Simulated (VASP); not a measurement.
# Si12HO24 (a cell with a defect) in VASP: single point with PBE+D3(BJ)

Aim: the single point of Si12HO24 (a cell with a defect) with PBE+D3(BJ).

Program: VASP 6.6.1. These are calculated values, not measurements. Logs are shortened: lines on timing, memory, paths and dates and some standing lists are left out, and cuts for length are marked.

## (1) The cell of the first run

The cell holds a defect, 74 atoms: a = 9.832 Å, b = 9.832 Å, c = 10.818 Å, α = 90.00°, β = 90.00°, γ = 120.00°.

## (2) Single point, PBE+D3(BJ)

INCAR reads:

```
PREC = Accurate
ENCUT = 520
EDIFF = 1E-6
ISMEAR = 0
SIGMA = 0.02
LREAL = Auto
LASPH = T
NELM = 80
ALGO = Normal
ISIF = 2
LWAVE = F
LCHARG = F
GGA = PE
IVDW = 12
NBANDS = 236
```

KPOINTS reads:

```
Automatic mesh
0
Gamma
  1 1 1
```

POSCAR reads:

```
Si12HO24
1.0
    9.8316000000      0.0000000000      0.0000000000
   -4.9158000000      8.5144153600      0.0000000000
    0.0000000000      0.0000000000     10.8182000000
Si O H
24 48 2
Direct
    0.2709099100      0.0094391800      0.1655027100
    0.9985581900      0.2592514300      0.3363694500
    0.2293313700      0.2350352900      0.9973888100
    0.2536999600      0.9943798200      0.6857301500
    0.9943088900      0.2605859300      0.8263963100
    0.2083269900      0.1946535800      0.5153311300
    0.2621491600      0.4975911800      0.1718615900
    0.0071092300      0.7712372900      0.3283148600
    0.2235410900      0.7272896200      0.0054956200
    0.2669434400      0.4925265000      0.6593211300
    0.9964925600      0.7555626100      0.8443723300
    0.2341662800      0.7379975200      0.4999615600
    0.7679183600      0.0027725800      0.1637768200
    0.5150453800      0.2909717700      0.3263891900
    0.7354828800      0.2356065700      0.9947544900
    0.7500254000      0.9945486100      0.6643177100
    0.4988791700      0.2694374300      0.8323993700
    0.7270726000      0.2340685100      0.4992150500
    0.7874783800      0.5096747300      0.1573528400
    0.5014811400      0.7712337700      0.3306460800
    0.7306058600      0.7321122000      0.9989357800
    0.7689976800      0.5017534200      0.6662599300
    0.4892422100      0.7549201000      0.8332459800
    0.7359702800      0.7334614600      0.4949275200
    0.0585994900      0.1851775900      0.4426589500
    0.2910020100      0.3666465000      0.1058264000
    0.1398598500      0.4267424900      0.2869976000
    0.2009835100      0.0720170000      0.0577487200
    0.4066298400      0.3704627500      0.3615348300
    0.4326514900      0.1539250100      0.2217404800
    0.0637104000      0.2018104000      0.9379856800
    0.2961209500      0.3602216000      0.5945064100
    0.1329963000      0.4206365700      0.7662825000
    0.1440959400      0.0534628100      0.6192837800
    0.3618947100      0.2974696100      0.8889306100
    0.4273668200      0.1382933600      0.7227606500
    0.0698422700      0.7005748600      0.4356703700
    0.2976032600      0.8725800500      0.1047948800
    0.1459163000      0.9395625000      0.2791979800
    0.1925934700      0.5656927500      0.0691771200
    0.3725483100      0.8040633200      0.3955902100
    0.4281822600      0.6421691300      0.2206537200
    0.0484628800      0.6811712500      0.9565332700
    0.2831508900      0.8721161200      0.6050312400
    0.1573768100      0.9148317700      0.8113722100
    0.2107464500      0.5753019700      0.5568150000
    0.3464649500      0.7730380600      0.8905284800
    0.4297587500      0.6246495600      0.7230592100
    0.5674995200      0.2199689900      0.4418414100
    0.8114747800      0.3713264800      0.0999751300
    0.6741022500      0.4415287100      0.2761049300
    0.7048024300      0.0708391800      0.0544039400
    0.8598764000      0.2853916600      0.3919929700
    0.9337635900      0.1388796900      0.2191445800
    0.5688786300      0.2097478700      0.9432799200
    0.7969424800      0.3651871000      0.6090898100
    0.6362505700      0.4334820500      0.7744881600
    0.6856066900      0.0652798700      0.5578710000
    0.8594873700      0.2928012300      0.8810256900
    0.9165469200      0.1276861800      0.7199152000
    0.5689396300      0.6934002000      0.4307230900
    0.7919415500      0.8629271600      0.1084292300
    0.6399768800      0.9359748100      0.2761740900
    0.7067804900      0.5682967600      0.0547796900
    0.8688771100      0.7964578400      0.3870153500
    0.9505596500      0.6538900700      0.2097545600
    0.5644435100      0.7011425300      0.9437322700
    0.7805881900      0.8618020400      0.6029322100
    0.6206643000      0.9221698500      0.7749832700
    0.7103227700      0.5713318500      0.5546426500
    0.8615482000      0.7938688900      0.8892565300
    0.9332905500      0.6387354700      0.7249986100
    0.4572132700      0.4618579300      0.3781049900
    0.2926452400      0.1351483600      0.4422009000
```

Potentials or basis: VASP PAW PBE potentials, release 64 (Si, O, H).

Launch:

```console
> cat potpaw_PBE.64/Si/POTCAR potpaw_PBE.64/O/POTCAR potpaw_PBE.64/H/POTCAR > POTCAR
> mpirun -np 1 vasp_gam > vasp.out
```

OUTCAR:

```text
PREC = Accurate
   ENCUT = 520
   EDIFF = 1E-6
   ISMEAR = 0
   LREAL = Auto
   LASPH = T
   NELM = 80
   ISIF = 2
   GGA = PE
   IVDW = 12
 IVDW          = 12

 ion  position               nearest neighbor table
   1  0.271  0.009  0.166-  28 1.62  39 1.63  30 1.63  38 1.63   8 3.04   3 3.05   9 3.10  14 3.13

   2  0.999  0.259  0.336-  25 1.62  53 1.62  27 1.62  54 1.63  13 3.04   7 3.05  18 3.10   6 3.12

   3  0.229  0.235  0.997-  28 1.62  26 1.62  31 1.62  35 1.63   1 3.05   5 3.07  17 3.07   7 3.08
[... 40 lines left out ...]
  25  0.059  0.185  0.443-   2 1.62   6 1.63
  26  0.291  0.367  0.106-   7 1.62   3 1.62
  27  0.140  0.427  0.287-   2 1.62   7 1.63
  28  0.201  0.072  0.058-   3 1.62   1 1.62
  29  0.407  0.370  0.362-  73 0.80  14 1.65   6 2.49
  30  0.433  0.154  0.222-   1 1.63  14 1.63
  31  0.064  0.202  0.938-   3 1.62   5 1.63
  32  0.296  0.360  0.595-  10 1.62   6 1.65
  33  0.133  0.421  0.766-   5 1.62  10 1.63
  34  0.144  0.053  0.619-   4 1.63   6 1.65
  35  0.362  0.297  0.889-  17 1.62   3 1.63
[... 35 lines left out ...]
  71  0.862  0.794  0.889-  11 1.62  21 1.63
  72  0.933  0.639  0.725-  22 1.63  11 1.63
  73  0.457  0.462  0.378-  29 0.80
  74  0.293  0.135  0.442-   6 1.46

  LATTYP: Found a hexagonal cell.
 ALAT       =     9.8316000000
 C/A-ratio  =     1.1003498922

  Lattice vectors:

 A1 = (   9.8316000000,   0.0000000000,   0.0000000000)
 A2 = (  -4.9158000000,   8.5144153600,   0.0000000000)
 A3 = (   0.0000000000,   0.0000000000,  10.8182000000)

Analysis of symmetry for initial positions (statically):
=====================================================================
 Subroutine PRICEL returns:
 Original cell was already a primitive cell.

 Routine SETGRP: Setting up the symmetry group for a
 hexagonal supercell.

 Subroutine GETGRP returns: Found  1 space group operations
 (whereof  1 operations were pure point group operations)
 out of a pool of 24 trial point group operations.

The static configuration has the point symmetry C_1 .

Analysis of symmetry for dynamics (positions and initial velocities):
=====================================================================
 Subroutine PRICEL returns:
 Original cell was already a primitive cell.

 Routine SETGRP: Setting up the symmetry group for a
 hexagonal supercell.

 Subroutine GETGRP returns: Found  1 space group operations
[... 226 lines left out ...]
   NSW    =      0    number of steps for IOM
   IBRION =     -1    ionic relax: 0-MD 1-quasi-New 2-CG
   NFREE  =      0    steps in history (QN), initial steepest desc. (CG)
   ISIF   =      2    stress and relaxation
   ISYM   =      2    0-nonsym 1-usesym 2-fastsym
   POTIM  = 0.5000    time-step for ionic-motion
   TEBEG  =    0.0;   TEEND  =   0.0 temperature during run
   PSTRESS=    0.0 pullay stress
   NELECT =     386.0000    total number of electrons
   NUPDOWN=      -1.0000    fix difference up-down
   EMIN   =  10.00;   EMAX   =-10.00  energy-range for DOS
   EFERMI =   0.00;   METHOD = LEGACY
   ISMEAR =     0;   SIGMA  =   0.02  broadening in eV -4-tet -1-fermi 0-gaus
   EFERMI_NEDOS =   21; number of points for ismear=-14 and -15
   IALGO  =     38    algorithm
   IMIX   =      4    mixing-type and parameters
     AMIX     =   0.40;   BMIX     =  1.00
     AMIX_MAG =   1.60;   BMIX_MAG =  1.00
  volume/ion in A,a.u.               =      12.24        82.58
  Fermi-wavevector in a.u.,A,eV,Ry     =   1.232043  2.328224 20.652696  1.517930
  Thomas-Fermi vector in A             =   2.366829
   LORBIT       =      0    0 simple, 1 ext, 2 COOP (PROOUT), +10 PAW based schemes
   GGA     = PE    functional components
   LHFCALC =     F    Hartree Fock is set to
   AEXX    =    0.0000 exact exchange contribution
   IVDW    =    12    specifies the selected vdW correction
   LEPSILON=     F    determine dielectric tensor
   LRPA    =     F    only Hartree local field effects (RPA)
 non-spin polarized calculation
 Gauss-broadening in eV      SIGMA  =   0.02
  energy-cutoff  :      520.00
  volume of cell :      905.60
 maximum number of plane-waves:     12195
 NGX is ok and might be reduce to    80
   NGX = 37   NGY = 37   NGZ = 41

 number of electron     385.9999968 magnetization

 Free energy of the ion-electron system (eV)
  ---------------------------------------------------
  ext. energy  EPLUGINS =         0.00000000
  ---------------------------------------------------
  free energy    TOTEN  =      -571.85697013 eV

  energy without entropy =     -571.85697013  energy(sigma->0) =     -571.85697013

 E-fermi :   1.8057     XC(G=0):  -9.2930

 val. band max:        1.6730323587   @ k =   0.0000   0.0000   0.0000
 cond. band min:       7.0828470482   @ k =   0.0000   0.0000   0.0000
 fundamental gap:      5.4098146895
 Fermi energy:         1.8056757716

 k-point     1 :       0.0000    0.0000    0.0000
  band No.  band energies     occupation
      1     -18.4629      2.00000
      2     -18.1115      2.00000
      3     -17.7414      2.00000
      4     -17.7132      2.00000
      5     -17.6997      2.00000
      6     -17.6764      2.00000
[... 197 lines left out ...]
    204       9.8615      0.00000
    205      10.0491      0.00000
 [bands above 205 left out]

------------------------ aborting loop because EDIFF is reached ----------------------------------------

 Edisp (eV)  -10.53087

 E8    (eV) :    -3.5586

  FORCE on cell =-STRESS in cart. coord.  units (eV):
  Direction    XX          YY          ZZ          XY          YZ          ZX
  --------------------------------------------------------------------------------------
  -------------------------------------------------------------------------------------
  Total       2.11428    17.46332     9.75424     2.40002    -2.99896     0.12395
  in kB       3.74058    30.89608    17.25719     4.24612    -5.30576     0.21930
  external pressure =       17.30 kB  Pullay stress =        0.00 kB

 VOLUME and BASIS-vectors are now :
 -----------------------------------------------------------------------------
  energy-cutoff  :      520.00
  volume of cell :      905.60
      direct lattice vectors                 reciprocal lattice vectors
     9.831600000  0.000000000  0.000000000     0.101712844  0.058723938  0.000000000
    -4.915800000  8.514415360  0.000000000     0.000000000  0.117447876  0.000000000
     0.000000000  0.000000000 10.818200000     0.000000000  0.000000000  0.092436819

 POSITION                                       TOTAL-FORCE (eV/Angst)
 -----------------------------------------------------------------------------------
      2.61708      0.08037      1.79044         0.001818     -0.046481     -0.016044
      8.54300      2.20737      3.63891        -0.028675     -0.004781     -0.011825
      1.09931      2.00119     10.78995        -0.015118     -0.020067     -0.016640
     -2.39390      8.46656      7.41837         0.045531     -0.027398      0.008349
      8.49466      2.21874      8.94012        -0.009542      0.002482     -0.014116
      1.09131      1.65736      5.57496        -0.024100     -0.095219      0.037856
[... 66 lines left out ...]
      2.22474      3.93245      4.09042         0.730580     16.559099      3.798724
      2.21281      1.15071      4.78382        -0.022091      0.009290      0.029213
 -----------------------------------------------------------------------------------
    total drift:                                0.025184     -0.003020     -0.004806

  FREE ENERGIE OF THE ION-ELECTRON SYSTEM (eV)
  ---------------------------------------------------
  free  energy   TOTEN  =      -582.3878357716 eV

  energy  without entropy=     -582.3878357716  energy(sigma->0) =     -582.38783577
```

Run time: 5.2 min. Hardware: 1 thread of Intel Xeon Platinum 8375C at 2.90GHz (Ice Lake), shared host; peak memory 0.93 GiB.

What came out:

```yaml
Free_energy: -582.3878 eV
Pressure: 1.7 GPa
Largest_force: 17.005 eV/Å
Band_gap_on_the_k_mesh: 5.41 eV
Dispersion_energy_per_atom: -0.142 eV
```

Forces in eV/Å, atoms in the order of the input:
```
Si    0.002  -0.046  -0.016
Si   -0.029  -0.005  -0.012
Si   -0.015  -0.020  -0.017
Si    0.046  -0.027   0.008
Si   -0.010   0.002  -0.014
Si   -0.024  -0.095   0.038
Si    0.005   0.079  -0.015
Si   -0.053   0.011   0.042
Si    0.005  -0.011  -0.005
Si    0.004   0.058  -0.013
Si   -0.014   0.004  -0.017
Si    0.031  -0.004  -0.026
Si   -0.011  -0.033   0.033
Si    0.189  -0.290  -0.096
Si    0.001  -0.029  -0.006
Si    0.037  -0.056  -0.028
Si    0.000   0.028  -0.003
Si    0.045  -0.027   0.035
Si    0.052   0.045  -0.053
Si    0.194  -0.118   0.202
Si   -0.028   0.007   0.006
Si   -0.006   0.035  -0.026
Si   -0.004   0.013  -0.009
Si   -0.265  -0.073  -0.131
O     0.029   0.022   0.001
O     0.007  -0.015   0.016
O     0.017  -0.013   0.007
O     0.009   0.008   0.006
O    -0.724 -16.268  -3.809
O    -0.018   0.077   0.057
O     0.003   0.008   0.006
O     0.027  -0.039  -0.061
O     0.013  -0.006  -0.002
O    -0.012   0.002  -0.012
O    -0.008  -0.006   0.007
O    -0.001   0.008  -0.003
O    -0.003   0.001  -0.005
O    -0.010   0.006   0.006
O     0.021   0.023  -0.007
O     0.001  -0.011  -0.003
O    -0.064   0.001   0.005
O    -0.032  -0.070  -0.057
O    -0.012  -0.003   0.011
O    -0.019   0.013   0.013
O     0.005   0.007   0.004
O     0.006  -0.015   0.012
O    -0.008  -0.005   0.012
O    -0.009  -0.004   0.007
O    -0.092   0.042  -0.039
O    -0.016   0.007   0.017
O    -0.123  -0.050   0.074
O    -0.002   0.016  -0.006
O    -0.010  -0.005   0.004
O     0.013   0.025   0.008
O    -0.005   0.005   0.005
O     0.001  -0.021  -0.016
O     0.003  -0.010   0.007
O    -0.012   0.028  -0.012
O    -0.006   0.000   0.004
O    -0.002   0.020   0.010
O     0.014   0.181   0.009
O     0.004  -0.007  -0.014
O     0.007   0.057  -0.057
O     0.014  -0.019   0.014
O     0.073   0.007  -0.028
O    -0.004  -0.018  -0.010
O     0.000   0.002   0.001
O     0.006   0.042   0.053
O     0.000   0.003   0.008
O     0.050  -0.047   0.041
O     0.002  -0.003   0.003
O     0.005   0.005   0.013
H     0.731  16.559   3.799
H    -0.022   0.009   0.029
```

Stress tensor (GPa, compression positive):
```
 0.37  0.42  0.02
 0.42  3.09 -0.53
 0.02 -0.53  1.73
```

Caveat: the k points lie up to 0.74 Å⁻¹ apart.
